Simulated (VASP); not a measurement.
# Ta16F in VASP: single point with PBE

Aim: the single point of Ta16F with PBE.

Program: VASP 6.6.1. These are calculated values, not measurements. Logs are shortened: lines on timing, memory, paths and dates and some standing lists are left out, and cuts for length are marked.

### 1 The cell of the first run

The cell holds a slab with vacuum, 17 atoms: a = 6.638 Å, b = 6.638 Å, c = 20.300 Å, α = 90.00°, β = 90.00°, γ = 90.00°.

### 2 Single point, PBE

INCAR

```
  ALGO = Normal
  DIPOL = 0.5 0.5 0.327
  EDIFF = 1E-6
  ENCUT = 520
  GGA = PE
  IDIPOL = 3
  ISIF = 2
  ISMEAR = 0
  LASPH = T
  LCHARG = F
  LDIPOL = T
  LREAL = Auto
  LWAVE = F
  NBANDS = 106
  NELM = 80
  PREC = Accurate
  SIGMA = 0.1
```

KPOINTS

```
k-points
0
Gamma
  4 4 1
```

POSCAR

```
Ta16F
1.0
    6.6379342675      0.0000000000      0.0000000000
    0.0000000000      6.6379342675      0.0000000000
    0.0000000000      0.0000000000     20.2996559605
Ta F
16 1
Direct
    0.2500000000      0.2500000000      0.1970476745
    0.2500000000      0.7500000000      0.1970476745
    0.7500000000      0.2500000000      0.1970476745
    0.7500000000      0.7500000000      0.1970476745
    0.0000000000      0.0000000000      0.2787970189
    0.0000000000      0.5000000000      0.2787970189
    0.5000000000      0.0000000000      0.2787970189
    0.5000000000      0.5000000000      0.2787970189
    0.2500000000      0.2500000000      0.3599139072
    0.2500000000      0.7500000000      0.3599139072
    0.7500000000      0.2500000000      0.3599139072
    0.7500000000      0.7500000000      0.3599139072
    0.0000000000      0.0000000000      0.4334879358
    0.0000000000      0.5000000000      0.4334879358
    0.5000000000      0.0000000000      0.4334879358
    0.5000000000      0.5000000000      0.4334879358
    0.1875000000      0.2500000000      0.4890173741
```

Potentials or basis: VASP PAW PBE potentials, release 64 (Ta_pv, F).

Run with:

```sh
$ cat potpaw_PBE.64/Ta_pv/POTCAR potpaw_PBE.64/F/POTCAR > POTCAR
$ mpirun -np 1 vasp_std > vasp.out
```

OUTCAR:

```text
EDIFF = 1E-6
   ENCUT = 520
   GGA = PE
   ISIF = 2
   ISMEAR = 0
   LASPH = T
   LREAL = Auto
   NELM = 80
   PREC = Accurate

 ion  position               nearest neighbor table
   1  0.250  0.250  0.197-   5 2.87   6 2.87   7 2.87   8 2.87   9 3.31   3 3.32   2 3.32   2 3.32
                             3 3.32
   2  0.250  0.750  0.197-   5 2.87   6 2.87   7 2.87   8 2.87  10 3.31   4 3.32   1 3.32   1 3.32
                             4 3.32
   3  0.750  0.250  0.197-   5 2.87   6 2.87   7 2.87   8 2.87  11 3.31   4 3.32   1 3.32   4 3.32
                             1 3.32
   4  0.750  0.750  0.197-   5 2.87   6 2.87   7 2.87   8 2.87  12 3.31   3 3.32   2 3.32   3 3.32
                             2 3.32
   5  0.000  0.000  0.279-   9 2.87  10 2.87  11 2.87  12 2.87   1 2.87   2 2.87   3 2.87   4 2.87
                            13 3.14   7 3.32   6 3.32   6 3.32   7 3.32
   6  0.000  0.500  0.279-   9 2.87  10 2.87  11 2.87  12 2.87   1 2.87   2 2.87   3 2.87   4 2.87
                            14 3.14   8 3.32   5 3.32   5 3.32   8 3.32
   7  0.500  0.000  0.279-   9 2.87  10 2.87  11 2.87  12 2.87   1 2.87   2 2.87   3 2.87   4 2.87
                            15 3.14   8 3.32   5 3.32   8 3.32   5 3.32
   8  0.500  0.500  0.279-   9 2.87  10 2.87  11 2.87  12 2.87   1 2.87   2 2.87   3 2.87   4 2.87
                            16 3.14   7 3.32   6 3.32   7 3.32   6 3.32
   9  0.250  0.250  0.360-  17 2.65  14 2.78  15 2.78  16 2.78  13 2.78   6 2.87   7 2.87   8 2.87
                             5 2.87   1 3.31  11 3.32  10 3.32  10 3.32  11 3.32
  10  0.250  0.750  0.360-  13 2.78  14 2.78  15 2.78  16 2.78   5 2.87   6 2.87   7 2.87   8 2.87
                             2 3.31   9 3.32  12 3.32   9 3.32  12 3.32
  11  0.750  0.250  0.360-  13 2.78  14 2.78  15 2.78  16 2.78   5 2.87   6 2.87   7 2.87   8 2.87
                             3 3.31   9 3.32  12 3.32  12 3.32   9 3.32
  12  0.750  0.750  0.360-  13 2.78  14 2.78  15 2.78  16 2.78   5 2.87   6 2.87   7 2.87   8 2.87
                             4 3.31  10 3.32  11 3.32  11 3.32  10 3.32
  13  0.000  0.000  0.433-  17 2.36  10 2.78  11 2.78  12 2.78   9 2.78   5 3.14  15 3.32  14 3.32
                            14 3.32  15 3.32
  14  0.000  0.500  0.433-  17 2.36  10 2.78  11 2.78  12 2.78   9 2.78   6 3.14  16 3.32  13 3.32
                            13 3.32  16 3.32
  15  0.500  0.000  0.433-   9 2.78  10 2.78  11 2.78  12 2.78   7 3.14  13 3.32  16 3.32  16 3.32
                            13 3.32
  16  0.500  0.500  0.433-   9 2.78  10 2.78  11 2.78  12 2.78   8 3.14  14 3.32  15 3.32  15 3.32
                            14 3.32
  17  0.188  0.250  0.489-  13 2.36  14 2.36   9 2.65

  LATTYP: Found a simple tetragonal cell.
 ALAT       =     6.6379342675
 C/A-ratio  =     3.0581284994

  Lattice vectors:

 A1 = (   6.6379342675,   0.0000000000,   0.0000000000)
 A2 = (   0.0000000000,   6.6379342675,   0.0000000000)
 A3 = (   0.0000000000,   0.0000000000,  20.2996559605)

Analysis of symmetry for initial positions (statically):
=====================================================================
 Subroutine PRICEL returns:
 Original cell was already a primitive cell.

 Routine SETGRP: Setting up the symmetry group for a
 simple tetragonal supercell.

 Subroutine GETGRP returns: Found  2 space group operations
 (whereof  1 operations were pure point group operations)
 out of a pool of 16 trial point group operations.

The static configuration has the point symmetry C_1 .
 The point group associated with its full space group is C_1h.

Analysis of symmetry for dynamics (positions and initial velocities):
=====================================================================
 Subroutine PRICEL returns:
 Original cell was already a primitive cell.

 Routine SETGRP: Setting up the symmetry group for a
 simple tetragonal supercell.

 Subroutine GETGRP returns: Found  2 space group operations
 (whereof  1 operations were pure point group operations)
 out of a pool of 16 trial point group operations.

The dynamic configuration has the point symmetry C_1 .
 The point group associated with its full space group is C_1h.

 Subroutine INISYM returns: Found  2 space group operations
 (whereof  1 operations are pure point group operations),
 and found     1 'primitive' translations

----------------------------------------------------------------------------------------

                                     Primitive cell

  volume of cell :     894.4469

  direct lattice vectors                    reciprocal lattice vectors
     6.637934268  0.000000000  0.000000000     0.150649277  0.000000000  0.000000000
     0.000000000  6.637934268  0.000000000     0.000000000  0.150649277  0.000000000
     0.000000000  0.000000000 20.299655961     0.000000000  0.000000000  0.049261919

  length of vectors
     6.637934268  6.637934268 20.299655961     0.150649277  0.150649277  0.049261919

  position of ions in fractional coordinates (direct lattice)
     0.250000000  0.250000000  0.197047674
     0.250000000  0.750000000  0.197047674
     0.750000000  0.250000000  0.197047674
     0.750000000  0.750000000  0.197047674
     0.000000000  0.000000000  0.278797019
     0.000000000  0.500000000  0.278797019
[... 9 lines left out ...]
     0.500000000  0.500000000  0.433487936
     0.187500000  0.250000000  0.489017374

  ion indices of the primitive-cell ions
   primitive index   ion index
                 1           1
                 2           2
                 3           3
                 4           4
                 5           5
                 6           6
[... 9 lines left out ...]
                16          16
                17          17

----------------------------------------------------------------------------------------

 KPOINTS: k-points

Automatic generation of k-mesh.
 Grid dimensions read from file:
 generate k-points for:    4    4    1

 Generating k-lattice:

  Cartesian coordinates                     Fractional coordinates (reciprocal lattice)
     0.037662319  0.000000000  0.000000000     0.250000000  0.000000000  0.000000000
     0.000000000  0.037662319  0.000000000     0.000000000  0.250000000  0.000000000
     0.000000000  0.000000000  0.049261919     0.000000000  0.000000000  1.000000000

  Length of vectors
     0.037662319  0.037662319  0.049261919

  Shift w.r.t. Gamma in fractional coordinates (k-lattice)
     0.000000000  0.000000000  0.000000000

 Subroutine IBZKPT returns following result:
 ===========================================

 Found      9 irreducible k-points:

 Following reciprocal coordinates:
            Coordinates               Weight
  0.000000  0.000000  0.000000      1.000000
  0.250000  0.000000  0.000000      2.000000
  0.000000  0.250000  0.000000      2.000000
  0.500000  0.000000  0.000000      1.000000
  0.000000  0.500000  0.000000      1.000000
  0.250000  0.250000  0.000000      4.000000
  0.500000  0.250000  0.000000      2.000000
 -0.250000  0.500000  0.000000      2.000000
  0.500000  0.500000  0.000000      1.000000
   k-points           NKPTS =      9   k-points in BZ     NKDIM =      9   number of bands    NBANDS=    106
   number of dos      NEDOS =    301   number of ions     NIONS =     17
   total plane-waves  NPLWV = 400000
   dimension x,y,z NGX =    50 NGY =   50 NGZ =  160
   dimension x,y,z NGXF=   100 NGYF=  100 NGZF=  320
   ions per type =              16   1
   NGX,Y,Z   is equivalent  to a cutoff of  12.52, 12.52, 13.10 a.u.
   NGXF,Y,Z  is equivalent  to a cutoff of  25.04, 25.04, 26.21 a.u.
 SYSTEM =  unknown system
   PREC   = accura    normal or accurate (medium, high low for compatibility)
   ISTART =      0    job   : 0-new  1-cont  2-samecut
   ICHARG =      2    charge: 1-file 2-atom 10-const
   ISPIN  =      1    spin polarized calculation?
   LNONCOLLINEAR =      F non collinear calculations
   LSORBIT =      F    spin-orbit coupling
   LASPH  =      T    aspherical Exc in radial PAW
   ENCUT  =  520.0 eV  38.22 Ry    6.18 a.u.  12.34 12.34 37.74*2*pi/ulx,y,z
   NELM   =     80;   NELMIN=  2; NELMDL= -5     # of ELM steps
   EDIFF  = 0.1E-05   stopping-criterion for ELM
   LREAL  =      T    real-space projection
   EDIFFG = 0.1E-04   stopping-criterion for IOM
   NSW    =      0    number of steps for IOM
   IBRION =     -1    ionic relax: 0-MD 1-quasi-New 2-CG
   NFREE  =      0    steps in history (QN), initial steepest desc. (CG)
   ISIF   =      2    stress and relaxation
   ISYM   =      2    0-nonsym 1-usesym 2-fastsym
   POTIM  = 0.5000    time-step for ionic-motion
   TEBEG  =    0.0;   TEEND  =   0.0 temperature during run
   PSTRESS=    0.0 pullay stress
   NELECT =     183.0000    total number of electrons
   NUPDOWN=      -1.0000    fix difference up-down
   EMIN   =  10.00;   EMAX   =-10.00  energy-range for DOS
   EFERMI =   0.00;   METHOD = LEGACY
   ISMEAR =     0;   SIGMA  =   0.10  broadening in eV -4-tet -1-fermi 0-gaus
   EFERMI_NEDOS =   21; number of points for ismear=-14 and -15
   IALGO  =     38    algorithm
   IMIX   =      4    mixing-type and parameters
     AMIX     =   0.40;   BMIX     =  1.00
     AMIX_MAG =   1.60;   BMIX_MAG =  1.00
  volume/ion in A,a.u.               =      52.61       355.06
  Fermi-wavevector in a.u.,A,eV,Ry     =   0.964659  1.822941 12.661124  0.930566
  Thomas-Fermi vector in A             =   2.094309
   LORBIT       =      0    0 simple, 1 ext, 2 COOP (PROOUT), +10 PAW based schemes
   GGA     = PE    functional components
   LHFCALC =     F    Hartree Fock is set to
   AEXX    =    0.0000 exact exchange contribution
   IVDW    =     0    specifies the selected vdW correction
   LEPSILON=     F    determine dielectric tensor
   LRPA    =     F    only Hartree local field effects (RPA)
 non-spin polarized calculation
 Gauss-broadening in eV      SIGMA  =   0.10
  energy-cutoff  :      520.00
  volume of cell :      894.45
 maximum number of plane-waves:     24163
 NGX is ok and might be reduce to    50
   NGX = 25   NGY = 25   NGZ = 75

 dipolmoment           0.000000      0.000000      0.042880 electrons x Angstroem

 number of electron     182.9999945 magnetization

 dipolmoment           0.000000      0.000000     -0.075276 electrons x Angstroem

 Free energy of the ion-electron system (eV)
  ---------------------------------------------------
  ext. energy  EPLUGINS =         0.00000000
  ---------------------------------------------------
  free energy    TOTEN  =      -179.29966808 eV

  energy without entropy =     -179.18555044  energy(sigma->0) =     -179.24260926

 E-fermi :  -0.3973     XC(G=0):  -5.3115

 val. band max:       -0.4002986236   @ k =   0.2500   0.0000   0.0000
 cond. band min:      -0.3873829485   @ k =   0.2500   0.0000   0.0000
 fundamental gap:      0.0129156751
 Fermi energy:        -0.3973379585

 k-point     1 :       0.0000    0.0000    0.0000
  band No.  band energies     occupation
      1     -35.5313      2.00000
      2     -35.4763      2.00000
      3     -35.4603      2.00000
      4     -35.4514      2.00000
      5     -35.4450      2.00000
      6     -35.4297      2.00000
[... 95 lines left out ...]
    102       0.4618      0.00000
    103       0.9858      0.00000

 k-point     2 :       0.2500    0.0000    0.0000
  band No.  band energies     occupation
      1     -35.5179      2.00000
      2     -35.4735      2.00000
      3     -35.4449      2.00000
      4     -35.4293      2.00000
      5     -35.4277      2.00000
      6     -35.4198      2.00000
[... 731 lines left out ...]
    102       0.1669      0.00000
    103       0.1973      0.00000

 k-point     9 :       0.5000    0.5000    0.0000
  band No.  band energies     occupation
      1     -35.4639      2.00000
      2     -35.4375      2.00000
      3     -35.4182      2.00000
      4     -35.4078      2.00000
      5     -35.3885      2.00000
      6     -35.3847      2.00000
[... 95 lines left out ...]
    102      -0.0107      0.00000
    103       0.1375      0.00000
 [bands above 103 left out]

------------------------ aborting loop because EDIFF is reached ----------------------------------------

 vacuum level on the upper side and lower side of the slab       (xc-potential included)        -0.266        -0.002

  FORCE on cell =-STRESS in cart. coord.  units (eV):
  Direction    XX          YY          ZZ          XY          YZ          ZX
  --------------------------------------------------------------------------------------
  -------------------------------------------------------------------------------------
  Total      -17.1280508    -18.5763365     -5.5839316      0.0000000      0.0000000     -0.8127514
  in kB      -30.6806073    -33.2748479    -10.0022131      0.0000000      0.0000000     -1.4558402
  external PRESSURE =     -24.6525561 kB  Pullay stress =       0.0000000 kB

 VOLUME and BASIS-vectors are now :
 -----------------------------------------------------------------------------
  energy-cutoff  :      520.00
  volume of cell :      894.45
      direct lattice vectors                 reciprocal lattice vectors
     6.637934268  0.000000000  0.000000000     0.150649277  0.000000000  0.000000000
     0.000000000  6.637934268  0.000000000     0.000000000  0.150649277  0.000000000
     0.000000000  0.000000000 20.299655961     0.000000000  0.000000000  0.049261919

 POSITION                                       TOTAL-FORCE (eV/Angst)
 -----------------------------------------------------------------------------------
      1.65948      1.65948      4.00000        -0.062712      0.000000      0.915339
      1.65948      4.97845      4.00000         0.038535      0.000000      0.822848
      4.97845      1.65948      4.00000         0.034169      0.000000      0.826996
      4.97845      4.97845      4.00000         0.051161      0.000000      0.873672
      0.00000      0.00000      5.65948         0.058362      0.029468     -0.856137
      0.00000      3.31897      5.65948         0.058362     -0.029468     -0.856137
[... 9 lines left out ...]
      3.31897      3.31897      8.79966         0.440898      0.154788     -0.214345
      1.24461      1.65948      9.92688        -0.593740      0.000000      0.035114
 -----------------------------------------------------------------------------------
    total drift:                               -0.002473      0.000000      0.009217

  FREE ENERGIE OF THE ION-ELECTRON SYSTEM (eV)
  ---------------------------------------------------
  free  energy   TOTEN  =      -179.2996680833 eV

  energy  without entropy=     -179.1855504367  energy(sigma->0) =     -179.24260926

 vacuum level on the upper side and lower side of the slab         3.161         3.433
```

It took 1.8 h on 1 thread of Intel Xeon 8259CL, shared host; peak memory 1.1 GiB.

Results:

```yaml
Free_energy: -179.2997 eV
Largest_force: 0.917 eV/Å
Band_gap_on_the_k_mesh: zero (an odd number of electrons rules out a gap without spin polarisation)
```

Forces in eV/Å, atoms in the order of the input:
```
Ta  -0.063  0.000  0.915
Ta   0.039  0.000  0.823
Ta   0.034  0.000  0.827
Ta   0.051  0.000  0.874
Ta   0.058  0.029 -0.856
Ta   0.058 -0.029 -0.856
Ta  -0.008  0.065 -0.772
Ta  -0.008 -0.065 -0.772
Ta   0.142  0.000 -0.773
Ta  -0.114  0.000  0.113
Ta  -0.025  0.000  0.030
Ta  -0.309  0.000  0.096
Ta  -0.072 -0.080  0.373
Ta  -0.072  0.080  0.373
Ta   0.441 -0.155 -0.214
Ta   0.441  0.155 -0.214
F   -0.594  0.000  0.035
```

Caveat: spin-orbit coupling is left out, which moves the levels of the heavy elements.
